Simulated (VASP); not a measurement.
# Hf (P-3m1) in VASP: further runs

Hf is run at these levels: PBEsol; tasks: single point.

Everything below comes from runs of VASP 6.6.1. Logs are shortened: lines on timing, memory, paths and dates and some standing lists are left out, and cuts for length are marked.

**1. The cell of the first run**

It takes space group P-3m1 (No. 164, trigonal). The conventional cell has a = 3.197 Å, b = 3.197 Å, c = 5.058 Å, α = 90.00°, β = 90.00°, γ = 120.00°. Hf (site symmetry 3m) has 12 Hf at 2.78 to 3.50 Å within 3.7 Å.

**2. Single point, PBEsol (atom 1 (Hf) moved by (+0.000, -0.450) A along [1 1 0] and z)**

INCAR

```
SYSTEM = Hf
  PREC = Accurate
  ENCUT = 520
  EDIFF = 1E-6
  ISMEAR = 0
  SIGMA = 0.15
  LREAL = .FALSE.
  LASPH = .TRUE.
  NELM = 100
  ALGO = Fast
  ISIF = 2
  LWAVE = .FALSE.
  LCHARG = .FALSE.
  GGA = PS
  NBANDS = 17
```

KPOINTS

```
Automatic mesh
0
G
  18 18 10
  0 0 0
```

POSCAR

```
Hf
1.0
    3.1966985242      0.0000000000      0.0000000000
   -1.5983492621      2.7684221302      0.0000000000
    0.0000000000      0.0000000000      5.0578000000
Hf
2
Direct
    0.3333333333      0.6666666667      0.1610285104
    0.6666666667      0.3333333333      0.7500000000
```

Potentials or basis: VASP PAW PBE potentials, release 64 (Hf_pv).

Started as:

```console
cat potpaw_PBE.64/Hf_pv/POTCAR > POTCAR
mpirun -np 1 vasp_std > vasp.out
```

OUTCAR:

```text
SYSTEM = Hf
   PREC = Accurate
   ENCUT = 520
   EDIFF = 1E-6
   ISMEAR = 0
   LREAL = .FALSE.
   LASPH = .TRUE.
   NELM = 100
   ISIF = 2
   GGA = PS

 ion  position               nearest neighbor table
   1  0.333  0.667  0.161-   2 2.78   2 2.78   2 2.78   2 3.50   2 3.50   2 3.50
   2  0.667  0.333  0.750-   1 2.78   1 2.78   1 2.78   1 3.50   1 3.50   1 3.50

  LATTYP: Found a hexagonal cell.
 ALAT       =     3.1966985242
 C/A-ratio  =     1.5821948681

  Lattice vectors:

 A1 = (   3.1966985242,   0.0000000000,   0.0000000000)
 A2 = (  -1.5983492621,   2.7684221302,   0.0000000000)
 A3 = (   0.0000000000,   0.0000000000,   5.0578000000)

Analysis of symmetry for initial positions (statically):
=====================================================================
 Subroutine PRICEL returns:
 Original cell was already a primitive cell.

 Routine SETGRP: Setting up the symmetry group for a
 hexagonal supercell.

 Subroutine GETGRP returns: Found 12 space group operations
 (whereof  6 operations were pure point group operations)
 out of a pool of 24 trial point group operations.

The static configuration has the point symmetry C_3v.
 The point group associated with its full space group is D_3d.

Analysis of symmetry for dynamics (positions and initial velocities):
=====================================================================
 Subroutine PRICEL returns:
 Original cell was already a primitive cell.

 Routine SETGRP: Setting up the symmetry group for a
 hexagonal supercell.

 Subroutine GETGRP returns: Found 12 space group operations
 (whereof  6 operations were pure point group operations)
 out of a pool of 24 trial point group operations.

The dynamic configuration has the point symmetry C_3v.
 The point group associated with its full space group is D_3d.

 Subroutine INISYM returns: Found 12 space group operations
 (whereof  6 operations are pure point group operations),
 and found     1 'primitive' translations

----------------------------------------------------------------------------------------

                                     Primitive cell

  volume of cell :      44.7606

  direct lattice vectors                    reciprocal lattice vectors
     3.196698524  0.000000000  0.000000000     0.312822743  0.180608295  0.000000000
    -1.598349262  2.768422130  0.000000000     0.000000000  0.361216589  0.000000000
     0.000000000  0.000000000  5.057800000     0.000000000  0.000000000  0.197714421

  length of vectors
     3.196698524  3.196698524  5.057800000     0.361216589  0.361216589  0.197714421

[... 75 lines left out ...]
   LNONCOLLINEAR =      F non collinear calculations
   LSORBIT =      F    spin-orbit coupling
   LASPH  =      T    aspherical Exc in radial PAW
   ENCUT  =  520.0 eV  38.22 Ry    6.18 a.u.   5.94  5.94  9.40*2*pi/ulx,y,z
   NELM   =    100;   NELMIN=  2; NELMDL= -5     # of ELM steps
   EDIFF  = 0.1E-05   stopping-criterion for ELM
   LREAL  =      F    real-space projection
   EDIFFG = 0.1E-04   stopping-criterion for IOM
   NSW    =      0    number of steps for IOM
   IBRION =     -1    ionic relax: 0-MD 1-quasi-New 2-CG
   NFREE  =      0    steps in history (QN), initial steepest desc. (CG)
   ISIF   =      2    stress and relaxation
   ISYM   =      2    0-nonsym 1-usesym 2-fastsym
   POTIM  = 0.5000    time-step for ionic-motion
   TEBEG  =    0.0;   TEEND  =   0.0 temperature during run
   PSTRESS=    0.0 pullay stress
   NELECT =      20.0000    total number of electrons
   NUPDOWN=      -1.0000    fix difference up-down
   EMIN   =  10.00;   EMAX   =-10.00  energy-range for DOS
   EFERMI =   0.00;   METHOD = LEGACY
   ISMEAR =     0;   SIGMA  =   0.15  broadening in eV -4-tet -1-fermi 0-gaus
   EFERMI_NEDOS =   21; number of points for ismear=-14 and -15
   IALGO  =     68    algorithm
   IMIX   =      4    mixing-type and parameters
     AMIX     =   0.40;   BMIX     =  1.00
     AMIX_MAG =   1.60;   BMIX_MAG =  1.00
  volume/ion in A,a.u.               =      22.38       151.03
  Fermi-wavevector in a.u.,A,eV,Ry     =   1.251564  2.365112 21.312324  1.566412
  Thomas-Fermi vector in A             =   2.385505
   LORBIT       =      0    0 simple, 1 ext, 2 COOP (PROOUT), +10 PAW based schemes
   GGA     = PS    functional components
   LHFCALC =     F    Hartree Fock is set to
   AEXX    =    0.0000 exact exchange contribution
   IVDW    =     0    specifies the selected vdW correction
   LEPSILON=     F    determine dielectric tensor
   LRPA    =     F    only Hartree local field effects (RPA)
 non-spin polarized calculation
 RMM-DIIS sequential band-by-band and
 Gauss-broadening in eV      SIGMA  =   0.15
  energy-cutoff  :      520.00
  volume of cell :       44.76
 maximum number of plane-waves:      1236
   NGX = 11   NGY = 11   NGZ = 19

 number of electron      20.0000004 magnetization

 Free energy of the ion-electron system (eV)
  ---------------------------------------------------
  ext. energy  EPLUGINS =         0.00000000
  ---------------------------------------------------
  free energy    TOTEN  =       -20.42272564 eV

  energy without entropy =      -20.40558088  energy(sigma->0) =      -20.41415326

 E-fermi :   4.6854     XC(G=0): -11.3063

 val. band max:        4.6763030960   @ k =  -0.1667   0.4444   0.2000
 cond. band min:       4.6861651848   @ k =   0.3889   0.2222   0.4000
 fundamental gap:      0.0098620888
 Fermi energy:         4.6854242541

 k-point     1 :       0.0000    0.0000    0.0000
  band No.  band energies     occupation
      1     -26.4437      2.00000
      2     -25.5778      2.00000
      3     -25.5778      2.00000
      4     -25.2947      2.00000
      5     -25.2947      2.00000
      6     -25.2551      2.00000
[... 457 lines left out ...]
      4     -25.5721      2.00000
      5     -25.4046      2.00000
      6     -25.3779      2.00000
[... 9 lines left out ...]
     16      10.9354      0.00000
     17      11.5980      0.00000

 [... further k-points ...]
[... 5 lines left out ...]
  --------------------------------------------------------------------------------------
  -------------------------------------------------------------------------------------
  Total        0.3040810      0.3040810      3.1361711      0.0000000      0.0000000      0.0000000
  in kB       10.8843924     10.8843924    112.2573241      0.0000000      0.0000000      0.0000000
  external PRESSURE =      44.6753696 kB  Pullay stress =       0.0000000 kB

 VOLUME and BASIS-vectors are now :
 -----------------------------------------------------------------------------
  energy-cutoff  :      520.00
  volume of cell :       44.76
      direct lattice vectors                 reciprocal lattice vectors
     3.196698524  0.000000000  0.000000000     0.312822743  0.180608295  0.000000000
    -1.598349262  2.768422130  0.000000000     0.000000000  0.361216589  0.000000000
     0.000000000  0.000000000  5.057800000     0.000000000  0.000000000  0.197714421

 POSITION                                       TOTAL-FORCE (eV/Angst)
 -----------------------------------------------------------------------------------
     -0.00000      1.84561      0.81445         0.000000     -0.000000      3.215636
      1.59835      0.92281      3.79335        -0.000000      0.000000     -3.215636
 -----------------------------------------------------------------------------------
    total drift:                               -0.000000      0.000000      0.000008

  FREE ENERGIE OF THE ION-ELECTRON SYSTEM (eV)
  ---------------------------------------------------
  free  energy   TOTEN  =       -20.4227256363 eV

  energy  without entropy=      -20.4055808762  energy(sigma->0) =      -20.41415326
```

OSZICAR:

```text
N       E                     dE             d eps       ncg     rms          rms(c)
DAV:   1     0.520871551062E+02    0.52087E+02   -0.11386E+04 11268   0.112E+03
DAV:   2    -0.194488652903E+02   -0.71536E+02   -0.69838E+02 14603   0.254E+02
DAV:   3    -0.213700125903E+02   -0.19211E+01   -0.19081E+01 14486   0.281E+01
DAV:   4    -0.213864849044E+02   -0.16472E-01   -0.16463E-01 14364   0.313E+00
DAV:   5    -0.213866733650E+02   -0.18846E-03   -0.18844E-03 14882   0.294E-01    0.699E+01
RMM:   6    -0.206224848168E+02    0.76419E+00   -0.96152E-01 11526   0.510E+00    0.402E+01
RMM:   7    -0.204300456360E+02    0.19244E+00   -0.10341E+00 11859   0.584E+00    0.318E+00
RMM:   8    -0.204236465861E+02    0.63990E-02   -0.10600E-01 12868   0.226E+00    0.772E-01
RMM:   9    -0.204226587551E+02    0.98783E-03   -0.17112E-02 16108   0.770E-01    0.358E-01
RMM:  10    -0.204226928092E+02   -0.34054E-04   -0.21169E-03 15364   0.257E-01    0.173E-01
RMM:  11    -0.204227312943E+02   -0.38485E-04   -0.46044E-04 15873   0.112E-01    0.100E-01
RMM:  12    -0.204227238457E+02    0.74487E-05   -0.65542E-05 14337   0.461E-02    0.302E-02
RMM:  13    -0.204227254413E+02   -0.15956E-05   -0.14177E-05 15811   0.191E-02    0.219E-02
RMM:  14    -0.204227256363E+02   -0.19503E-06   -0.17319E-06 10922   0.764E-03
   1 F= -.20422726E+02 E0= -.20414153E+02  d E =-.171448E-01
```

stdout:

```text
POSCAR found type information on POSCAR Hf
 POSCAR found :  1 types and       2 ions
 scaLAPACK will be used
 -----------------------------------------------------------------------------
|                                                                             |
|                                                                             |
|     You enforced a specific xc type in the INCAR file but a different       |
|     I HOPE YOU KNOW WHAT YOU ARE DOING!                                     |
|                                                                             |
 -----------------------------------------------------------------------------

 LDA part: xc-table for (Slater+PW92), standard interpolation
 POSCAR, INCAR and KPOINTS ok, starting setup
 FFT: planning ... GRIDC
 FFT: planning ... GRID_SOFT
 FFT: planning ... GRID
 WAVECAR not read
 entering main loop
```

It took 78 s on 1 thread of Intel Xeon 6975P-C (Granite Rapids), shared host; peak memory 0.32 GiB.

What came out:

- Free energy: -20.4227 eV
- Pressure: 4.5 GPa
- Largest force: 3.216 eV/Å
- Band gap on the k mesh: zero (bands 10 and 11 overlap by 1.11 eV)

Forces in eV/Å, atoms in the order of the input:
```
Hf   0.000  0.000  3.216
Hf   0.000  0.000 -3.216
```

Stress tensor (GPa, compression positive):
```
 1.09  0.00  0.00
 0.00  1.09  0.00
 0.00  0.00 11.23
```

Levels at points of the mesh, in eV from the Fermi level:
```
           k point  band 7  band 8  band 9  band 10  band 11  band 12  band 13  band 14
(0.00, 0.00, 0.00)   -7.24   -3.80    0.12     0.75     0.75     1.10     1.10     3.20
(0.50, 0.00, 0.00)   -3.25   -3.19   -1.86    -0.63     0.55     0.78     2.54     5.72
(0.00, 0.00, 0.50)   -5.69   -4.88   -1.36     0.61     0.61     0.74     0.74     2.52
(0.50, 0.00, 0.50)   -3.52   -3.22   -1.55    -0.29     1.27     1.40     2.00     3.92
```

Caveat: the cell differs from its parent crystal (atom 1 (Hf) moved by (+0.000, -0.450) A along [1 1 0] and z); the stress differs along the axes, from 1 to 11 GPa; the PAW data sets were made with another functional, which shifts forces and pressure a little; spin-orbit coupling is left out, which moves the levels of the heavy elements.

**3. Single point, PBEsol (atom 1 (Hf) moved by (+0.000, -0.225) A along [1 1 0] and z)**

INCAR

```
SYSTEM = Hf
PREC     = Accurate       ! precision mode
ENCUT    = 520            ! plane-wave cutoff, eV
EDIFF    = 1E-6           ! SCF threshold, eV
ISMEAR   = 0              ! smearing method
SIGMA    = 0.15           ! smearing width, eV
LREAL    = .False.        ! projectors in reciprocal space
LASPH    = .True.         ! aspherical terms in the spheres
NELM     = 100            ! most SCF steps
ALGO     = Fast           ! electronic algorithm
ISIF     = 2              ! what is computed and relaxed
LWAVE    = .False.        ! write WAVECAR
LCHARG   = .False.        ! write CHGCAR
GGA      = PS             ! functional
NBANDS   = 17             ! bands
```

KPOINTS

```
regular mesh
0
Gamma
  18 18 10
  0 0 0
```

Changes to POSCAR since step 2:

```diff
@@ -8,3 +8,3 @@
 Direct
-    0.3333333333      0.6666666667      0.1610285104
+    0.3333333333      0.6666666667      0.2055142552
     0.6666666667      0.3333333333      0.7500000000
```

Potentials or basis: VASP PAW PBE potentials, release 64 (Hf_pv).

Started as:

```console
cat potpaw_PBE.64/Hf_pv/POTCAR > POTCAR
mpirun -np 1 vasp_std > vasp.out
```

It took 70 s on 1 thread of Intel Xeon 6975P-C (Granite Rapids), shared host; peak memory 0.32 GiB.

Results (log left out):

* Free energy: -20.8896 eV
* Pressure: -2.0 GPa
* Largest force: 1.108 eV/Å
* Band gap on the k mesh: zero (bands 10 and 11 overlap by 1.49 eV)

Forces on the atoms (eV/Å):
```
Hf   0.000  0.000  1.108
Hf   0.000  0.000 -1.108
```

Stress tensor (GPa, compression positive):
```
-2.80  0.00  0.00
 0.00 -2.80  0.00
 0.00  0.00 -0.25
```

Levels at points of the mesh, in eV from the Fermi level:
| k point | band 7 | band 8 | band 9 | band 10 | band 11 | band 12 | band 13 | band 14 |
| --- | --- | --- | --- | --- | --- | --- | --- | --- |
| (0.00, 0.00, 0.00) | -7.40 | -3.78 | 0.35 | 1.02 | 1.02 | 1.62 | 1.62 | 1.97 |
| (0.50, 0.00, 0.00) | -3.38 | -2.93 | -2.16 | -0.79 | 0.66 | 0.78 | 1.86 | 5.80 |
| (0.00, 0.00, 0.50) | -5.63 | -5.21 | -0.73 | 0.87 | 0.87 | 0.96 | 0.96 | 1.14 |
| (0.50, 0.00, 0.50) | -3.50 | -3.39 | -1.37 | -0.68 | 1.10 | 1.42 | 1.94 | 3.24 |

Caveat: the cell differs from its parent crystal (atom 1 (Hf) moved by (+0.000, -0.225) A along [1 1 0] and z); the PAW data sets were made with another functional, which shifts forces and pressure a little; spin-orbit coupling is left out, which moves the levels of the heavy elements.

The gap in the log of VASP goes by the Fermi energy; the results here count the filled bands.